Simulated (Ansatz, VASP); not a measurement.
VCo: VASP beside Ansatz

The input INCAR:

```
SYSTEM = VCo
PREC = Accurate
ENCUT = 520
EDIFF = 1E-6
ISMEAR = -1
SIGMA = 0.1
LREAL = .FALSE.
LASPH = .TRUE.
NELM = 150
ALGO = Normal
ISIF = 2
LWAVE = .FALSE.
LCHARG = .FALSE.
ISPIN = 2
MAGMOM = 1.5 2.5
LORBIT = 11
LMAXMIX = 4
NBANDS = 22
```

Contents of KPOINTS:

```
regular mesh
0
G
  10 10 10
  0 0 0
```

The input POSCAR:

```
VCo
1.0
    2.9655374134      0.0000000000      0.0000000000
    0.0000000000      2.9655374134      0.0000000000
    0.0000000000      0.0000000000      2.9655374134
V Co
1 1
Direct
    0.0000000000      0.0000000000      0.0000000000
    0.5000000000      0.5000000000      0.5000000000
```

Input for Ansatz:

```yaml
crystal:
  lattice:
    - [2.965537413360499, 0.0, 0.0]
    - [0.0, 2.965537413360499, 0.0]
    - [0.0, 0.0, 2.965537413360499]
  atoms:
    - { symbol: V, position: [0.0, 0.0, 0.0], spin: 1.5 }
    - { symbol: Co, position: [0.5, 0.5, 0.5], spin: 2.5 }
basis:
  ecutwfc: 450.0
kpoints:
  mp_grid:
    grid: [10, 10, 10]
hamiltonian:
  xc: lda
  pseudopotentials:
    kind: paw
magnetization:
  spin_polarized: true
scf:
  max_iter: 70
  convergence:
    dr2_threshold: 1.0e-09
  occupations:
    method: fermi_dirac
```

Alike in both runs: task single point; functional LDA; k mesh 10 × 10 × 10; collinear spin.

```csv
,VASP,Ansatz
version,VASP 6.6.1,Ansatz 0.2.0
potentials or method,"VASP PAW LDA potentials, release 64 (V_sv, Co), cutoff 520 eV","plane waves, PAW"
occupations,"fermi-dirac, width 0.1 eV",fermi-dirac
valence electrons in the cell,22,30
```

Ansatz gave:

```
net moment per atom (μB)                                      : 0.89
size of the moment on the site where the two differ most (μB) : 1.18
```

Task: What did VASP give for the same quantities?

Result: net moment per atom (μB): 0.84; size of the moment on the site where the two differ most (μB): 1.08.

LDA's correlation is that of Perdew and Zunger in VASP and of Perdew and Wang (1992) in Ansatz. Site moments also hang on the region over which each program counts them. VASP's potentials hold 22 valence electrons a cell and Ansatz's 30, so a difference there can come from the potentials and not from the codes.
